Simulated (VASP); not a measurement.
# YS: electric field gradients with LDA

YS:

```
Y S
1.0
     0.00000    2.73447    2.73447
     2.73447    0.00000    2.73447
     2.73447    2.73447    0.00000
Y S
1 1
Direct
  0.50000 0.50000 0.50000
  0.00000 0.00000 0.00000
```

```yaml
Program: VASP 6.6.1
Task: electric field gradients
Functional: LDA
Potentials_or_basis: VASP PAW LDA potentials, release 64 (Y_sv, S)
Cutoff: 520 eV
k_mesh: 8 × 8 × 8
Occupations: fermi-dirac, width 0.01 eV
Spin: no spin polarisation
Dipole_correction: no
Further_INCAR_settings: ALGO = Normal; EDIFF = 1e-08; NBANDS = 16
```

| Property | Result |
| --- | --- |
| Pressure | -2.8 GPa |
| Band gap on the k mesh | zero (an odd number of electrons rules out a gap without spin polarisation) |
| Largest electric field gradient by atom | zero within the noise of the run |

Levels at points of the mesh, in eV from the Fermi level:
```tsv
k point	band 6	band 7	band 8	band 9	band 10	band 11	band 12	band 13
(0.00, 0.00, 0.00)	-3.33	-3.33	-3.33	-0.21	-0.21	-0.21	0.65	0.65
(0.50, 0.00, 0.00)	-7.12	-5.24	-5.24	2.10	2.73	2.81	2.81	6.01
(0.50, 0.50, 0.00)	-5.45	-4.04	-4.04	-2.38	1.91	3.23	3.86	3.86
```

Run time: 33 s on 1 thread of Intel Xeon 8259CL, with other jobs on the host, peak memory 0.17 GiB.
